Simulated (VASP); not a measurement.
Write the native input for VASP 6.6.1 that does the following.

* Task: single point
* Functional: r2SCAN
* Potentials or basis: VASP PAW PBE potentials, release 64 (W_sv)
* Cutoff: 520 eV
* k mesh: 20 × 20 × 20
* Occupations: gaussian, width 0.15 eV
* Spin: no spin polarisation
* Dipole correction: no
* Further INCAR settings: ALGO = Normal; EDIFF = 1e-06; NBANDS = 13

Crystal: W.

```
W
1.0
     0.00000    1.99955    2.06045
     1.99955    0.00000    2.06045
     1.99955    1.99955    0.00000
W
1
Direct
  0.00000 0.00000 0.00000
```

This cell differs from its parent crystal: strain -0.015 along x and y, +0.015 along z.

The input as run:

POSCAR

```
W
1.0
    0.0000000000      1.9995500000      2.0604500000
    1.9995500000      0.0000000000      2.0604500000
    1.9995500000      1.9995500000      0.0000000000
W
1
Direct
    0.0000000000      0.0000000000      0.0000000000
```

INCAR.step1

```
SYSTEM = W
ALGO     = Normal         ! electronic algorithm
EDIFF    = 1E-4           ! SCF threshold, eV
ENCUT    = 520            ! plane-wave cutoff, eV
GGA      = PE             ! functional
ISMEAR   = 0              ! smearing method
LASPH    = .TRUE.         ! aspherical terms in the spheres
LCHARG   = .FALSE.        ! write CHGCAR
LREAL    = .FALSE.        ! projectors in reciprocal space
LWAVE    = .TRUE.         ! write WAVECAR
NBANDS   = 13             ! bands
NELM     = 100            ! most SCF steps
PREC     = Accurate       ! precision mode
SIGMA    = 0.15           ! smearing width, eV
```

INCAR.step2

```
SYSTEM = W
ALGO     = Normal         ! electronic algorithm
EDIFF    = 1E-6           ! SCF threshold, eV
ENCUT    = 520            ! plane-wave cutoff, eV
ISIF     = 2              ! what is computed and relaxed
ISMEAR   = 0              ! smearing method
ISTART   = 1            
LASPH    = .TRUE.         ! aspherical terms in the spheres
LCHARG   = .FALSE.        ! write CHGCAR
LMIXTAU  = .TRUE.       
LREAL    = .FALSE.        ! projectors in reciprocal space
LWAVE    = .FALSE.        ! write WAVECAR
METAGGA  = R2SCAN         ! meta-GGA
NBANDS   = 13             ! bands
NELM     = 100            ! most SCF steps
PREC     = Accurate       ! precision mode
SIGMA    = 0.15           ! smearing width, eV
```

KPOINTS

```
k-points
0
G
  20 20 20
  0 0 0
```

Potentials or basis: VASP PAW PBE potentials, release 64 (W_sv).

Launch:

```console
$ cat potpaw_PBE.64/W_sv/POTCAR > POTCAR
$ cp INCAR.step1 INCAR
$ mpirun -np 1 vasp_std > vasp.out
$ cp INCAR.step2 INCAR
$ mpirun -np 1 vasp_std > vasp.out
```

Results of the run:

| Quantity | Value |
| --- | --- |
| Pressure | -3.7 GPa |
| Band gap on the k mesh | zero (bands 7 and 8 overlap by 3.69 eV) |

Caveat: the cell differs from its parent crystal (strain -0.015 along x and y, +0.015 along z); the cell stands under tension; the PAW data sets were made with another functional, which shifts forces and pressure a little; spin-orbit coupling is left out, which moves the levels of the heavy elements.

It took 4.7 min on 1 thread of Intel(R) Xeon(R) Platinum 8124M CPU @ 3.00GHz (Skylake/Cascade Lake) (shared host), peak memory 0.25 GiB.
